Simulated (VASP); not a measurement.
Here is a VASP 6.6.1 calculation.

INCAR

```
  ALGO = Normal
  EDIFF = 1E-6
  ENCUT = 520
  GGA = PE
  ISIF = 2
  ISMEAR = 0
  LASPH = True
  LCHARG = False
  LREAL = False
  LWAVE = False
  NBANDS = 23
  NELM = 100
  PREC = Accurate
  SIGMA = 0.1
```

KPOINTS

```
k-points
0
Gamma
  6 6 4
```

Contents of POSCAR:

```
Te3O2
1.0
    4.7325328000      0.0000000000      0.0000000000
   -2.3662664000      4.0984936300      0.0000000000
    0.0000000000      0.0000000000      5.8513692300
Te O
3 2
Direct
    0.0000000000      0.0000000000      0.0000000000
    0.3333333300      0.6666666700      0.6439374700
    0.6666666700      0.3333333300      0.3560625300
    0.3333333300      0.6666666700      0.1664214400
    0.6666666700      0.3333333300      0.8335785600
```

Potentials or basis: VASP PAW PBE potentials, release 64 (Te, O).

Command:

```bash
$ cat potpaw_PBE.64/Te/POTCAR potpaw_PBE.64/O/POTCAR > POTCAR
$ mpirun -np 1 vasp_std > vasp.out
```

Task: Estimate the band gap on the k mesh.

Result: Zero (bands 15 and 16 overlap by 1.37 eV).

Task: Estimate the largest force.

Result: 0.640 eV/Å.

Task: Estimate the pressure.

Result: -11.3 GPa.

Stress tensor (GPa, compression positive):
```
-11.51   0.00   0.00
  0.00 -11.51   0.00
  0.00   0.00 -10.86
```

Caveat: the cell stands under tension; spin-orbit coupling is left out, which moves the levels of the heavy elements.
